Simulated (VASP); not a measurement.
# Sn8O16F (a cell with a defect) in VASP: further runs, part 2 of 2

VASP 6.6.1.

### 3 Single point, PBE, collinear spin

INCAR reads:

```
SYSTEM = Sn8O16F
ALGO = Normal
EDIFF = 1E-6
ENCUT = 520
GGA = PE
ISIF = 2
ISMEAR = -1
ISPIN = 2
LASPH = .True.
LCHARG = .False.
LORBIT = 11
LREAL = Auto
LWAVE = .False.
MAGMOM = 0 0 0 0 0 0 0 0 0 0.27 0.01 0 0.06 0 0.4 0 0.04 0 0.01 0 0 0.02 0 0.02 0.23
NBANDS = 130
NELM = 150
NUPDOWN = 1.0
PREC = Accurate
SIGMA = 0.01
```

KPOINTS reads:

```
k-points
0
Gamma
  1 1 1
  0 0 0
```

POSCAR reads:

```
Sn8O16F
1.0
    4.8274600300      4.8274600300      0.0000000000
   -4.8274600300      4.8274600300      0.0000000000
    0.0000000000      0.0000000000      6.4759066800
Sn O F
8 16 1
Direct
   -0.0043145878      0.5025873824      0.2452875062
    0.5038404223     -0.0067767521      0.2489626673
   -0.0072248138      0.0029896674     -0.0023939505
    0.5037611881      0.4887891324     -0.0013269184
    0.0007001612      0.5062227310      0.7400761371
    0.4949030101     -0.0100221441      0.7439849334
   -0.0058576352      0.0046466464      0.4965766431
    0.5044991538      0.4912027205      0.4971801107
   -0.0106114809      0.8102346732      0.2489161873
    0.5503806315      0.2989906682      0.2571323341
   -0.0343361724      0.1939749877      0.2505417512
    0.4996544736      0.6839143109      0.2478465301
    0.3007861258     -0.0475861009     -0.0017327303
    0.8125482087      0.4945333540     -0.0086809466
    0.1920212688      0.5782985219     -0.0111565845
    0.6855528538     -0.0053125246     -0.0072026980
   -0.0063093220      0.8137237752      0.7428782158
    0.5030379299      0.2985952221      0.7450454799
    0.0015129074      0.1978679252      0.7473557355
    0.5026510805      0.6829552144      0.7446994279
    0.3033611860      0.0067783057      0.4920898582
    0.8102759993      0.5109676693      0.4974668659
    0.1943977773      0.4864101381      0.4890533722
    0.6888235178     -0.0167462805      0.5010628103
    0.2563458822      0.2805240212      0.0451374633
```

Potentials or basis: VASP PAW PBE potentials, release 64 (Sn_d, O, F).

On the command line:

```sh
$ cat potpaw_PBE.64/Sn_d/POTCAR potpaw_PBE.64/O/POTCAR potpaw_PBE.64/F/POTCAR > POTCAR
$ mpirun -np 1 vasp_gam > vasp.out
```

OUTCAR:

```text
SYSTEM = Sn8O16F
   EDIFF = 1E-6
   ENCUT = 520
   GGA = PE
   ISIF = 2
   ISMEAR = -1
   ISPIN = 2
   LASPH = .True.
   LORBIT = 11
   LREAL = Auto
   NELM = 150
   NUPDOWN = 1.0
   PREC = Accurate

 ion  position               nearest neighbor table
   1  0.996  0.503  0.245-  14 2.07  22 2.07  23 2.08   9 2.10  11 2.12  15 2.20  25 2.67   5 3.20
                             5 3.27   4 3.72   8 3.73
   2  0.504  0.993  0.249-  24 2.07  16 2.07  21 2.09  12 2.11  10 2.11  13 2.15   6 3.21   6 3.27
                             7 3.71   3 3.71   4 3.75
   3  0.993  0.003  0.998-   9 2.09  17 2.10  19 2.10  16 2.10  11 2.10  13 2.13  25 2.63   7 3.23
                             7 3.24   2 3.71
   4  0.504  0.489  0.999-  12 2.09  18 2.09  14 2.11  20 2.11  10 2.14  15 2.22  25 2.23   8 3.23
                             8 3.25   1 3.72   2 3.75
   5  0.001  0.506  0.740-  22 2.04  14 2.07  23 2.10  17 2.10  19 2.11  15 2.13   1 3.20   1 3.27
                             8 3.74   7 3.75
   6  0.495  0.990  0.744-  24 2.06  16 2.07  21 2.09  20 2.10  18 2.11  13 2.13   2 3.21   2 3.27
[... 8 lines left out ...]
  12  0.500  0.684  0.248-   8 2.08   4 2.09   2 2.11
  13  0.301  0.952  0.998-   6 2.13   3 2.13   2 2.15
  14  0.813  0.495  0.991-   1 2.07   5 2.07   4 2.11
[... 9 lines left out ...]
  24  0.689  0.983  0.501-   6 2.06   2 2.07   7 2.09
  25  0.256  0.281  0.045-   4 2.23   3 2.63   1 2.67

  LATTYP: Found a simple tetragonal cell.
 ALAT       =     6.8270594462
 C/A-ratio  =     0.9485645659

  Lattice vectors:

 A1 = (   4.8274600300,   4.8274600300,   0.0000000000)
 A2 = (  -4.8274600300,   4.8274600300,   0.0000000000)
 A3 = (   0.0000000000,   0.0000000000,   6.4759066800)

Analysis of symmetry for initial positions (statically):
=====================================================================
 Subroutine PRICEL returns:
 Original cell was already a primitive cell.

 Routine SETGRP: Setting up the symmetry group for a
 simple tetragonal supercell.

 Subroutine GETGRP returns: Found  1 space group operations
 (whereof  1 operations were pure point group operations)
 out of a pool of 16 trial point group operations.

The static configuration has the point symmetry C_1 .

Analysis of symmetry for dynamics (positions and initial velocities):
=====================================================================
 Subroutine PRICEL returns:
 Original cell was already a primitive cell.

 Routine SETGRP: Setting up the symmetry group for a
 simple tetragonal supercell.

 Subroutine GETGRP returns: Found  1 space group operations
 (whereof  1 operations were pure point group operations)
 out of a pool of 16 trial point group operations.

The dynamic configuration has the point symmetry C_1 .

Analysis of structural, dynamic, and magnetic symmetry:
=====================================================================
 Subroutine PRICEL returns:
 Original cell was already a primitive cell.

 Routine SETGRP: Setting up the symmetry group for a
 simple tetragonal supercell.

 Subroutine GETGRP returns: Found  1 space group operations
 (whereof  1 operations were pure point group operations)
 out of a pool of 16 trial point group operations.

The overall configuration has the point symmetry C_1 .

 Subroutine INISYM returns: Found  1 space group operations
 (whereof  1 operations are pure point group operations),
 and found     1 'primitive' translations

----------------------------------------------------------------------------------------

[... 129 lines left out ...]
   ISMEAR =    -1;   SIGMA  =   0.01  broadening in eV -4-tet -1-fermi 0-gaus
   EFERMI_NEDOS =   21; number of points for ismear=-14 and -15
   IALGO  =     38    algorithm
   IMIX   =      4    mixing-type and parameters
     AMIX     =   0.40;   BMIX     =  1.00
     AMIX_MAG =   1.60;   BMIX_MAG =  1.00
  volume/ion in A,a.u.               =      12.07        81.48
  Fermi-wavevector in a.u.,A,eV,Ry     =   1.462059  2.762892 29.084052  2.137618
  Thomas-Fermi vector in A             =   2.578317
   LORBIT       =     11    0 simple, 1 ext, 2 COOP (PROOUT), +10 PAW based schemes
   GGA     = PE    functional components
   LHFCALC =     F    Hartree Fock is set to
   AEXX    =    0.0000 exact exchange contribution
   IVDW    =     0    specifies the selected vdW correction
   LEPSILON=     F    determine dielectric tensor
   LRPA    =     F    only Hartree local field effects (RPA)
 spin polarized calculation
  energy-cutoff  :      520.00
  volume of cell :      301.83
 maximum number of plane-waves:      4061
 NGX is ok and might be reduce to    50
   NGX = 25   NGY = 25   NGZ = 25

 number of electron     214.9999967 magnetization       0.9999944

 Free energy of the ion-electron system (eV)
  ---------------------------------------------------
  ext. energy  EPLUGINS =         0.00000000
  ---------------------------------------------------
  free energy    TOTEN  =      -147.19529955 eV

  energy without entropy =     -147.19529955  energy(sigma->0) =     -147.19529955

 E-fermi :   6.0519     XC(G=0): -11.1417

 val. band max:        5.7434795223   @ k =   0.0000   0.0000   0.0000
 cond. band min:       6.4542434596   @ k =   0.0000   0.0000   0.0000
 fundamental gap:      0.7107639372
 Fermi energy:         5.9384311253

 spin component 1

 k-point     1 :       0.0000    0.0000    0.0000
  band No.  band energies     occupation
      1     -16.6248      1.00000
      2     -15.3278      1.00000
      3     -15.2607      1.00000
      4     -15.2159      1.00000
      5     -15.1483      1.00000
      6     -15.0979      1.00000
[... 111 lines left out ...]
    118      12.3300      0.00000
    119      12.8608      0.00000
 Fermi energy:         6.0518592629

 spin component 2

 k-point     1 :       0.0000    0.0000    0.0000
  band No.  band energies     occupation
      1     -16.1790      1.00000
      2     -15.3239      1.00000
      3     -15.2423      1.00000
      4     -15.2025      1.00000
      5     -15.1313      1.00000
      6     -15.0957      1.00000
[... 111 lines left out ...]
    118      12.3482      0.00000
    119      12.8799      0.00000
 [bands above 119 left out]

------------------------ aborting loop because EDIFF is reached ----------------------------------------

  FORCE on cell =-STRESS in cart. coord.  units (eV):
  Direction    XX          YY          ZZ          XY          YZ          ZX
  --------------------------------------------------------------------------------------
  -------------------------------------------------------------------------------------
  Total        5.1158277      3.1462727      2.9122040      3.8496376     -0.2672794      0.7140571
  in kB       27.1555462     16.7008663     15.4583960     20.4344276     -1.4187575      3.7903172
  external PRESSURE =      19.7716029 kB  Pullay stress =       0.0000000 kB

 VOLUME and BASIS-vectors are now :
 -----------------------------------------------------------------------------
  energy-cutoff  :      520.00
  volume of cell :      301.83
      direct lattice vectors                 reciprocal lattice vectors
     4.827460030  4.827460030  0.000000000     0.103574136  0.103574136  0.000000000
    -4.827460030  4.827460030  0.000000000    -0.103574136  0.103574136  0.000000000
     0.000000000  0.000000000  6.475906680     0.000000000  0.000000000  0.154418532

 POSITION                                       TOTAL-FORCE (eV/Angst)
 -----------------------------------------------------------------------------------
      2.38041      7.23285      1.58846        -0.010958     -0.001568      0.017246
     -2.36248      7.22702      1.61226        -0.005015      0.011121      0.002864
      4.77815      4.80702      6.46040        -0.037962      0.001430      0.003995
      0.07228      4.79150      6.46731         0.034182      0.039853      0.011341
     -2.44039      2.44715      4.79266         0.008096      0.016673      0.018029
     -2.38995      7.16820      4.81798         0.007149      0.016083     -0.001779
[... 17 lines left out ...]
     -1.42135      8.07189      3.24484         0.025924      0.012133      0.005233
     -0.11672      2.59172      0.29231         0.010420     -0.188045     -0.239098
 -----------------------------------------------------------------------------------
    total drift:                               -0.012234     -0.002458     -0.017134

  FREE ENERGIE OF THE ION-ELECTRON SYSTEM (eV)
  ---------------------------------------------------
  free  energy   TOTEN  =      -147.1952995452 eV

  energy  without entropy=     -147.1952995452  energy(sigma->0) =     -147.19529955

 total charge

# of ion       s       p       d       tot
------------------------------------------
    1        0.836   1.044  10.303  12.184
    2        0.841   1.048  10.309  12.198
    3        0.838   1.035  10.307  12.180
    4        0.834   1.006  10.301  12.142
    5        0.840   1.074  10.318  12.232
    6        0.835   1.069  10.318  12.222
[... 17 lines left out ...]
   24        1.553   3.517   0.000   5.070
   25        1.759   4.289   0.000   6.048
--------------------------------------------------
tot         33.383  68.466  82.521 184.370

 magnetization (x)

# of ion       s       p       d       tot
------------------------------------------
    1       -0.002  -0.003  -0.000  -0.006
    2       -0.001  -0.002  -0.000  -0.003
    3       -0.002  -0.003  -0.001  -0.006
    4       -0.003  -0.005  -0.001  -0.008
    5       -0.003  -0.004   0.000  -0.007
    6       -0.002  -0.002   0.000  -0.004
[... 17 lines left out ...]
   24        0.000   0.001   0.000   0.001
   25        0.001   0.257   0.000   0.258
--------------------------------------------------
tot         -0.001   0.897  -0.002   0.894
```

Run time: 3.8 min. Hardware: 1 thread of Intel Xeon Platinum 8259CL at 2.50GHz (Skylake/Cascade Lake), shared host; peak memory 0.47 GiB.

What came out:

* Free energy: -147.1953 eV
* Pressure: 2.0 GPa
* Largest force: 0.304 eV/Å
* Net moment: 1.00 μB per cell
* Site moments: Sn -0.01, -0.00, +0.00 (each value once); O +0.00, -0.00, +0.26, +0.42, +0.01 (each value once); F +0.26 μB
* Valence electrons inside the program's atomic spheres: Sn 12.18, 12.20, 12.14, 12.23, 12.22, 12.26 (each value once); O 5.05, 5.04, 4.98, 4.93, 5.06, 5.07 (each value once); F 6.05

Forces on the atoms (eV/Å):
```
Sn  -0.011 -0.002  0.017
Sn  -0.005  0.011  0.003
Sn  -0.038  0.001  0.004
Sn   0.034  0.040  0.011
Sn   0.008  0.017  0.018
Sn   0.007  0.016 -0.002
Sn   0.000 -0.022  0.013
Sn  -0.009  0.024  0.016
O    0.002 -0.007 -0.002
O   -0.042 -0.037 -0.035
O   -0.018  0.028  0.022
O   -0.011  0.039 -0.002
O    0.010 -0.048  0.011
O    0.009  0.012  0.006
O    0.030  0.057  0.069
O   -0.019  0.020  0.002
O    0.025  0.004  0.027
O    0.054  0.007 -0.012
O   -0.034  0.000  0.001
O   -0.015  0.004  0.018
O   -0.028 -0.021  0.007
O   -0.022  0.003  0.026
O    0.035  0.030  0.012
O    0.026  0.012  0.005
F    0.010 -0.188 -0.239
```

Caveat: the k points lie up to 0.97 Å⁻¹ apart; spin-orbit coupling is left out, which moves the levels of the heavy elements; the total moment is fixed, so each spin has its own Fermi level.
